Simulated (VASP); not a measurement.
# TiSi16 (a cell with a defect) in VASP: a series of runs, part 3 of 3

VASP 6.6.1.

## Step 6: Single point, PBE

The input, INCAR:

```
  ALGO = Normal
  EDIFF = 1E-6
  ENCUT = 520
  GGA = PE
  ISIF = 2
  ISMEAR = -1
  LASPH = True
  LCHARG = True
  LELF = True
  LREAL = Auto
  LVHAR = True
  LWAVE = False
  NBANDS = 52
  NELM = 60
  PREC = Accurate
  SIGMA = 0.02
```

The input, KPOINTS:

```
k-points
0
Gamma
  2 2 2
```

The input, POSCAR:

```
TiSi16
1.0
    0.0000000000      5.4300000000      5.4300000000
    5.4300000000      0.0000000000      5.4300000000
    5.4300000000      5.4300000000      0.0000000000
Si Ti
16 1
Direct
    0.0982504604      0.0112891344     -0.0362246777
    0.1575782689      0.0468600368      0.2016482505
    0.1044014733     -0.0745856354      0.5612338858
    0.0546224678      0.1900184162      0.6472375691
    0.0070257827      0.4666390424      0.0126427256
    0.0115469613      0.6460405157      0.1788029466
   -0.2483333333      0.5439686924      0.6509484346
    0.0921823204      0.5710589319      0.6262154696
    0.5040147330      0.0077348066     -0.0020994475
    0.6562615101      0.0919705341      0.1259116022
    0.4099723757      0.2001381215      0.5318876611
    0.7038766114      0.1415009208      0.6270441989
    0.5086832413      0.5062154696      0.0119060773
    0.6330939227      0.6128729282      0.1558379374
    0.4913535912      0.5321270718      0.5287569061
    0.4008931860      0.7990147330      0.6784254144
    0.8281675875      0.8582780847      0.4323296501
```

Potentials or basis: VASP PAW PBE potentials, release 64 (Si, Ti_sv).

Command:

```sh
$ cat potpaw_PBE.64/Si/POTCAR potpaw_PBE.64/Ti_sv/POTCAR > POTCAR
$ mpirun -np 1 vasp_std > vasp.out
```

Run time: 3.3 min. Hardware: 1 thread of Intel Xeon 6975P-C (Granite Rapids), shared host; peak memory 0.5 GiB.

It converged, with:

```
Free energy            : -86.7871 eV
Pressure               : -0.9 GPa
Largest force          : 2.609 eV/Å
Band gap on the k mesh : zero (band 38 reaches 6.59 eV, above the bottom of band 39 at 6.53 eV)
```

Forces on the atoms (eV/Å):
```
Si  -0.707  0.545 -2.064
Si   1.363 -1.247  1.350
Si  -0.718 -0.288 -1.643
Si   1.260 -1.751  1.021
Si  -0.648  0.300 -0.589
Si   0.567  0.333  1.026
Si  -1.637  1.203 -1.482
Si  -0.084  1.454  0.515
Si  -1.355  0.953  0.153
Si   1.090  0.467  0.660
Si  -0.570  0.127 -0.198
Si   0.536 -0.460 -0.462
Si  -0.458  0.119 -0.753
Si   0.303 -0.673  0.581
Si  -0.304 -0.012 -0.692
Si   0.600  0.364  0.535
Ti   0.762 -1.433  2.042
```

Stress tensor (GPa, compression positive):
```
-1.78  2.70  2.24
 2.70 -0.42  1.11
 2.24  1.11 -0.50
```

Levels at points of the mesh, in eV from the Fermi level:
```csv
k point,band 34,band 35,band 36,band 37,band 38,band 39,band 40,band 41,band 42,band 43
"(0.00, 0.00, 0.00)",-0.77,-0.61,-0.42,-0.35,-0.13,0.23,0.38,0.49,0.65,0.74
"(0.50, 0.00, 0.00)",-1.04,-0.74,-0.54,-0.15,0.00,0.07,0.49,0.72,0.93,1.33
"(0.00, 0.50, 0.00)",-1.00,-0.71,-0.41,-0.38,-0.28,-0.05,0.10,0.54,0.80,0.99
"(0.00, 0.00, 0.50)",-1.21,-0.78,-0.64,-0.14,-0.05,0.00,0.29,0.61,0.84,1.01
"(0.50, 0.50, 0.50)",-0.91,-0.67,-0.54,-0.33,0.02,0.24,0.44,0.69,0.86,1.17
"(0.50, 0.50, 0.00)",-1.18,-0.91,-0.58,-0.42,-0.03,0.07,0.75,1.00,1.25,1.36
"(0.00, 0.50, 0.50)",-1.07,-0.80,-0.71,-0.59,-0.11,0.40,0.74,1.14,1.22,1.40
"(0.50, 0.00, 0.50)",-1.10,-0.77,-0.59,-0.48,-0.08,0.21,0.79,1.00,1.21,1.41
```

Caveat: the k points lie up to 0.50 Å⁻¹ apart.

## Step 7: Single point, PBE

The input, INCAR:

```
SYSTEM = TiSi16
ALGO = Normal ; EDIFF = 1E-7
ENCUT = 520 ; GGA = PE
ISIF = 2 ; ISMEAR = -1
LASPH = .TRUE. ; LCHARG = .FALSE.
LREAL = Auto ; LWAVE = .FALSE.
NBANDS = 52 ; NELM = 100
PREC = Accurate ; SIGMA = 0.02
```

The input, KPOINTS:

```
k-points
0
G
  2 2 2
  0 0 0
```

The input, POSCAR:

```
TiSi16
1.0
    0.0000000000      5.4300000000      5.4300000000
    5.4300000000      0.0000000000      5.4300000000
    5.4300000000      5.4300000000      0.0000000000
Si Ti
16 1
Direct
    0.0621915285     -0.0515285451      0.0151749540
    0.1146040516      0.1268692449      0.2073664825
   -0.0333793738      0.0111878453      0.5741712707
    0.1076887661      0.1506169429      0.6493462247
   -0.0470073665      0.5099171271      0.0233609576
    0.1130570902      0.5404972376      0.2090239411
   -0.1459668508      0.5566298343      0.5527255985
    0.0910405157      0.6253130755      0.6770626151
    0.4825322284      0.0146316759      0.0652762431
    0.6962062615      0.1397605893      0.0980294659
    0.4702486188      0.0923480663      0.4399907919
    0.6126703499      0.1370718232      0.6674401473
    0.4756998158      0.5036924494      0.0439871087
    0.5866942910      0.6524953959      0.1494751381
    0.4709484346      0.5122007366      0.5150736648
    0.4307090239      0.7218876611      0.6864732965
    0.8853591160      0.8871823204      0.3890239411
```

Command:

```sh
$ cat potpaw_PBE.64/Si/POTCAR potpaw_PBE.64/Ti_sv/POTCAR > POTCAR
$ mpirun -np 1 vasp_std > vasp.out
```

It took 2.8 min on 1 thread of Intel Xeon 6975P-C (Granite Rapids), shared host; peak memory 0.49 GiB.

The run converged. Its results:

| Property | Result |
| --- | --- |
| Free energy | -88.8259 eV |
| Pressure | 2.3 GPa |
| Largest force | 3.313 eV/Å |
| Band gap on the k mesh | zero (band 38 reaches 6.88 eV, above the bottom of band 39 at 6.63 eV) |

Forces on the atoms (eV/Å):
```
Si  -0.752  0.267  0.507
Si  -0.348 -1.603  0.776
Si  -0.519  1.326  0.111
Si   1.505 -0.389  0.717
Si   0.671  2.466 -0.766
Si   0.643 -0.983  0.150
Si  -1.367  2.367 -1.873
Si  -1.455 -1.720  1.087
Si  -0.583 -0.441  1.286
Si  -0.485 -1.526 -0.250
Si   1.095  1.592 -0.523
Si   0.690 -1.261 -1.280
Si  -0.721 -0.716 -0.109
Si   0.103  0.184  0.073
Si   0.444  0.610 -0.679
Si  -0.177  0.596  0.665
Ti   1.255 -0.767  0.107
```

Stress tensor (GPa, compression positive):
```
 1.84  0.79 -1.91
 0.79  0.58 -1.39
-1.91 -1.39  4.40
```

Levels at points of the mesh, in eV from the Fermi level:
```tsv
k point	band 35	band 36	band 37	band 38	band 39	band 40	band 41	band 42
(0.00, 0.00, 0.00)	-0.97	-0.87	-0.75	-0.39	-0.22	0.22	0.32	0.46
(0.50, 0.00, 0.00)	-1.10	-0.83	-0.54	-0.33	0.06	0.22	0.62	0.96
(0.00, 0.50, 0.00)	-0.98	-0.91	-0.61	-0.27	0.09	0.18	0.49	0.67
(0.00, 0.00, 0.50)	-1.29	-0.83	-0.35	-0.27	0.28	0.41	0.62	0.82
(0.50, 0.50, 0.50)	-1.28	-1.10	-0.36	-0.09	0.02	0.12	0.21	0.66
(0.50, 0.50, 0.00)	-1.55	-1.28	-0.71	0.00	0.55	0.84	1.00	1.23
(0.00, 0.50, 0.50)	-1.49	-1.25	-0.56	0.03	0.53	0.72	0.76	0.97
(0.50, 0.00, 0.50)	-1.60	-1.22	-0.49	-0.13	0.46	0.74	0.77	1.11
```

Caveat: the k points lie up to 0.50 Å⁻¹ apart.
